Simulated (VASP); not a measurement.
# Rh: single point with PBEsol

Rh:

```
Rh
1.0
     2.81291    0.00000    0.00000
    -1.40645    2.43605    0.00000
     0.00000    0.00000    4.29563
Rh
2
Cartesian
  1.4065 0.8120 3.2217
  0.0000 1.6240 1.0739
```

This cell differs from its parent crystal: strain +0.030 along x and y, -0.030 along z.

```json
{"Program": "VASP 6.6.1", "Task": "single point", "Functional": "PBEsol", "Potentials or basis": "VASP PAW PBE potentials, release 64 (Rh_pv)", "Cutoff": "520 eV", "k mesh": "21 × 21 × 12", "Occupations": "gaussian, width 0.15 eV", "Spin": "no spin polarisation", "Dipole correction": "no", "Further INCAR settings": "ALGO = Fast; EDIFF = 1e-06; NBANDS = 22"}
```

```json
{"Pressure": "-18.5 GPa", "Band gap on the k mesh": "zero (band 15 reaches 11.12 eV, above the bottom of band 16 at 9.11 eV)"}
```

Stress tensor (GPa, compression positive):
```
-21.82   0.00   0.00
  0.00 -21.82   0.00
  0.00   0.00 -11.84
```

Levels at points of the mesh, in eV from the Fermi level:
```csv
k point,band 12,band 13,band 14,band 15,band 16,band 17,band 18,band 19
"(0.00, 0.00, 0.00)",-2.20,-2.20,-2.10,-2.10,0.10,0.10,1.29,8.73
"(0.00, 0.00, 0.50)",-3.01,-2.75,-2.75,-0.38,-0.38,-0.38,-0.38,14.87
```

It took 2.5 min on 1 thread of Intel(R) Xeon(R) Platinum 8488C (Sapphire Rapids) (shared host), peak memory 0.28 GiB.

Caveat: the cell differs from its parent crystal (strain +0.030 along x and y, -0.030 along z); the PAW data sets were made with another functional, which shifts forces and pressure a little.
